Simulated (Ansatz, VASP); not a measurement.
Lu3NbF in VASP and in Ansatz

Contents of INCAR:

```
SYSTEM = Lu3NbF
ALGO     = Normal         ! electronic algorithm
EDIFF    = 1E-6           ! SCF threshold, eV
ENCUT    = 520            ! plane-wave cutoff, eV
GGA      = PE             ! functional
ISIF     = 2              ! what is computed and relaxed
ISMEAR   = 0              ! smearing method
LASPH    = .TRUE.         ! aspherical terms in the spheres
LCHARG   = .TRUE.         ! write CHGCAR
LELF     = .TRUE.         ! ELF
LREAL    = .FALSE.        ! projectors in reciprocal space
LVHAR    = .TRUE.       
LWAVE    = .FALSE.        ! write WAVECAR
NBANDS   = 56             ! bands
NELM     = 100            ! most SCF steps
PREC     = Accurate       ! precision mode
SIGMA    = 0.1            ! smearing width, eV
```

The input KPOINTS:

```
k-points
0
G
  4 4 4
  0 0 0
```

Contents of POSCAR:

```
Lu3NbF
1.0
    4.5612745700      0.0000000000      0.0000000000
    0.0000000000      4.5612745700      0.0000000000
    0.0000000000      0.0000000000      4.5612745700
Lu Nb F
3 1 1
Direct
    0.5000000000      0.0000000000      0.0000000000
    0.0000000000      0.5000000000      0.0000000000
    0.0000000000      0.0000000000      0.5000000000
    0.5000000000      0.5000000000      0.5000000000
    0.0000000000      0.0000000000      0.0000000000
```

Input for Ansatz:

```yaml
crystal:
  lattice:
    - [4.56127457, 0.0, 0.0]
    - [0.0, 4.56127457, 0.0]
    - [0.0, 0.0, 4.56127457]
  atoms:
    - { symbol: Lu, position: [0.5, 0.0, 0.0] }
    - { symbol: Lu, position: [0.0, 0.5, 0.0] }
    - { symbol: Lu, position: [0.0, 0.0, 0.5] }
    - { symbol: Nb, position: [0.5, 0.5, 0.5] }
    - { symbol: F, position: [0.0, 0.0, 0.0] }
basis:
  ecutwfc: 420
kpoints:
  mp_grid: { grid: [4, 4, 4] }
hamiltonian:
  xc: pbe
scf:
  occupations: { method: gaussian, width: 0.1 }
  lower_state_search: "off"
output:
  forces: true
  stress: true
  eigenvalues: true
```

Change from the starting cell: species swapped into the Ce3AlO type (Pm-3m, No. 221).

Alike in both runs: task single point; functional PBE; k mesh 4 × 4 × 4; occupations gaussian, width 0.1 eV; no spin polarisation.

|  | VASP | Ansatz |
| --- | --- | --- |
| version | VASP 6.6.1 | Ansatz 0.2.0 |
| potentials or method | VASP PAW PBE potentials, release 64 (Lu, Nb_sv, F), cutoff 520 eV | scalar-relativistic, plane waves, PAW |
| valence electrons in the cell | 95 | 95 |

VASP gave:

- gap on the k mesh at the Fermi level (eV): none
- pressure (GPa): 11.1

**Question.** Which values does Ansatz return?

**Answer.** gap on the k mesh at the Fermi level (eV): none; pressure (GPa): 10.6.

A gap of «none» marks a metal or a gap that the smearing closes. The functional is the same, so the differences come from potentials, cutoffs and numerics.

Neither program's run includes spin-orbit coupling.
